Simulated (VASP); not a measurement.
Set up this calculation in VASP 6.6.1, as the native input.

* Task: single point
* Functional: PBEsol
* Potentials or basis: VASP PAW PBE potentials, release 64 (W_sv, S)
* Cutoff: 520 eV
* k mesh: 12 × 12 × 12
* Occupations: gaussian, width 0.01 eV
* Spin: no spin polarisation
* Dipole correction: no
* Further INCAR settings: ALGO = Normal; EDIFF = 1e-06; NBANDS = 20

The structure of WS2 lies in POSCAR:

```
WS2
1.0
    1.5736835530      0.9085666229      6.3753987909
   -1.5736835530      0.9085666229      6.3753987909
    0.0000000000     -1.8171332458      6.3753987909
W S
1 2
Direct
   -0.0006714431     -0.0006714431     -0.0006714431
    0.7479030709      0.7479030709      0.7479030709
    0.5840683723      0.5840683723      0.5840683723
```

One way to write it, as run:

INCAR

```
ALGO     = Normal         # electronic algorithm
EDIFF    = 1E-6           # SCF threshold, eV
ENCUT    = 520            # plane-wave cutoff, eV
GGA      = PS             # functional
ISIF     = 2              # what is computed and relaxed
ISMEAR   = 0              # smearing method
LASPH    = True           # aspherical terms in the spheres
LCHARG   = True           # write CHGCAR
LELF     = True           # ELF
LREAL    = False          # projectors in reciprocal space
LVHAR    = True         
LWAVE    = False          # write WAVECAR
NBANDS   = 20             # bands
NELM     = 60             # most SCF steps
PREC     = Accurate       # precision mode
SIGMA    = 0.01           # smearing width, eV
```

KPOINTS

```
k-points
0
Gamma
  12 12 12
```

Potentials or basis: VASP PAW PBE potentials, release 64 (W_sv, S).

Launch:

```bash
$ cat potpaw_PBE.64/W_sv/POTCAR potpaw_PBE.64/S/POTCAR > POTCAR
$ mpirun -np 1 vasp_std > vasp.out
```

Results of the run:

- Pressure: 0.1 GPa
- Largest force: 0.021 eV/Å
- Band gap on the k mesh: 1.17 eV (least direct gap 1.94 eV)

Caveat: the PAW data sets were made with another functional, which shifts forces and pressure a little; spin-orbit coupling is left out, which moves the levels of the heavy elements.

Run time: 8.5 min on 1 thread of AMD EPYC 9R45 96-Core Processor (Zen 5) (shared host), peak memory 0.43 GiB.
